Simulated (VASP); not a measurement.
Here is a VASP 6.6.1 calculation.

POSCAR

```
TiNi
1.0
    2.9285455174      0.0000000000      0.0000000000
    0.0000000000      2.9285455174      0.0000000000
    0.0000000000      0.0000000000      2.9285455174
Ti Ni
1 1
Direct
    0.5000000000      0.5000000000      0.5000000000
    0.0000000000      0.0000000000      0.0000000000
```

The input INCAR.step1:

```
SYSTEM = TiNi
PREC = Accurate
ENCUT = 520
ISMEAR = 0
SIGMA = 0.1
LREAL = .FALSE.
LASPH = .TRUE.
NELM = 60
NBANDS = 18
GGA = PE
ALGO = Normal
EDIFF = 1E-4
LWAVE = .TRUE.
LCHARG = .FALSE.
```

The input INCAR.step2:

```
SYSTEM = TiNi
PREC = Accurate
ENCUT = 520
EDIFF = 1E-6
ISMEAR = 0
SIGMA = 0.1
LREAL = .FALSE.
LASPH = .TRUE.
NELM = 60
ALGO = Normal
ISIF = 2
LWAVE = .FALSE.
LCHARG = .FALSE.
METAGGA = R2SCAN
LMIXTAU = .TRUE.
NBANDS = 18
ISTART = 1
```

KPOINTS

```
regular mesh
0
G
  14 14 14
  0 0 0
```

Potentials or basis: VASP PAW PBE potentials, release 64 (Ti_sv, Ni).

Launch:

```console
$ cat potpaw_PBE.64/Ti_sv/POTCAR potpaw_PBE.64/Ni/POTCAR > POTCAR
$ cp INCAR.step1 INCAR
$ mpirun -np 1 vasp_std > vasp.out
$ cp INCAR.step2 INCAR
$ mpirun -np 1 vasp_std > vasp.out
```

Problem. Predict the pressure.

Solution. 12.6 GPa.

Problem. Predict the band gap on the k mesh.

Solution. Zero (band 11 reaches 10.96 eV, above the bottom of band 12 at 9.00 eV).

Caveat: the PAW data sets were made with another functional, which shifts forces and pressure a little. Spin polarisation is off, so any magnetic state and its effect on volume and gap are missing.
